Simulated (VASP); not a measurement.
Set up this calculation in VASP 6.6.1, as the native input.

```yaml
Task: single point
Functional: PBEsol
Potentials_or_basis: VASP PAW PBE potentials, release 64 (Al)
Cutoff: 520 eV
k_mesh: 10 × 10 × 10
Occupations: fermi-dirac, width 0.05 eV
Spin: no spin polarisation
Dipole_correction: no
Further_INCAR_settings: ALGO = Normal; EDIFF = 1e-07; NBANDS = 10
```

The structure of Al lies in POSCAR:

```
Al
1.0
    0.0000000000      2.7415165562      2.7415165562
    2.7415165562      0.0000000000      2.7415165562
    2.7415165562      2.7415165562      0.0000000000
Al
2
Direct
   -0.1925000000     -0.1025000000     -0.1025000000
    0.1925000000      0.1025000000      0.1025000000
```

This cell differs from its parent crystal: shortest bond scaled by 0.82.

One way to write it, as run:

INCAR

```
PREC     = Accurate       # precision mode
ENCUT    = 520            # plane-wave cutoff, eV
EDIFF    = 1E-7           # SCF threshold, eV
ISMEAR   = -1             # smearing method
SIGMA    = 0.05           # smearing width, eV
LREAL    = F              # projectors in reciprocal space
LASPH    = T              # aspherical terms in the spheres
NELM     = 60             # most SCF steps
ALGO     = Normal         # electronic algorithm
ISIF     = 2              # what is computed and relaxed
LWAVE    = F              # write WAVECAR
LCHARG   = F              # write CHGCAR
GGA      = PS             # functional
NBANDS   = 10             # bands
```

KPOINTS

```
Automatic mesh
0
Gamma
  10 10 10
```

Potentials or basis: VASP PAW PBE potentials, release 64 (Al).

Command:

```sh
$ cat potpaw_PBE.64/Al/POTCAR > POTCAR
$ mpirun -np 1 vasp_std > vasp.out
```

It gave:

| Property | Result |
| --- | --- |
| Pressure | 27.1 GPa |
| Largest force | 8.713 eV/Å |
| Band gap on the k mesh | zero (band 3 reaches 8.43 eV, above the bottom of band 4 at 3.19 eV) |

Caveat: the cell differs from its parent crystal (shortest bond scaled by 0.82); the PAW data sets were made with another functional, which shifts forces and pressure a little.

It took 37 s on 1 thread of Intel(R) Xeon(R) 6975P-C (Granite Rapids) (shared host), peak memory 0.18 GiB.
